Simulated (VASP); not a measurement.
Wanted: the native input for a VASP 6.6.1 run.

- Task: single point
- Functional: PBE
- Potentials or basis: VASP PAW PBE potentials, release 64 (Lu, Sc_sv, N)
- Cutoff: 520 eV
- k mesh: 6 × 6 × 4
- Occupations: gaussian, width 0.1 eV
- Spin: no spin polarisation
- Dipole correction: no
- Further INCAR settings: ALGO = Normal; EDIFF = 1e-07; NBANDS = 40

The structure of LuSc2N3 lies in POSCAR:

```
LuSc2N3
1.0
    7.1855448252      0.0000000000      0.0000000000
   -3.5927724126      6.2228643586      0.0000000000
    0.0000000000      0.0000000000      3.8951184312
Lu Sc N
1 2 3
Direct
    0.0000000000      0.0000000000      0.5000000000
    0.3333333333      0.6666666667      0.5000000000
    0.6666666667      0.3333333333      0.5000000000
    0.3333333333      0.6666666667      0.0000000000
    0.6666666667      0.3333333333      0.0000000000
    0.0000000000      0.0000000000      0.0000000000
```

One way to write it, as run:

INCAR

```
SYSTEM = LuSc2N3
  ALGO = Normal
  EDIFF = 1E-7
  ENCUT = 520
  GGA = PE
  ISIF = 2
  ISMEAR = 0
  LASPH = .TRUE.
  LCHARG = .TRUE.
  LELF = .TRUE.
  LREAL = .FALSE.
  LVHAR = .TRUE.
  LWAVE = .FALSE.
  NBANDS = 40
  NELM = 60
  PREC = Accurate
  SIGMA = 0.1
```

KPOINTS

```
k-points
0
G
  6 6 4
  0 0 0
```

Potentials or basis: VASP PAW PBE potentials, release 64 (Lu, Sc_sv, N).

The run is started by

```console
$ cat potpaw_PBE.64/Lu/POTCAR potpaw_PBE.64/Sc_sv/POTCAR potpaw_PBE.64/N/POTCAR > POTCAR
$ mpirun -np 1 vasp_std > vasp.out
```

Results of the run:

```json
{
  "Pressure": "0.4 GPa",
  "Band gap on the k mesh": "zero (band 31 reaches 0.38 eV, above the bottom of band 32 at -0.82 eV)"
}
```

Caveat: the k points lie up to 0.40 Å⁻¹ apart; spin-orbit coupling is left out, which moves the levels of the heavy elements.

It took 3.8 min on 1 thread of Intel(R) Xeon(R) Platinum 8259CL CPU @ 2.50GHz (Skylake/Cascade Lake), on a shared host, peak memory 0.37 GiB.
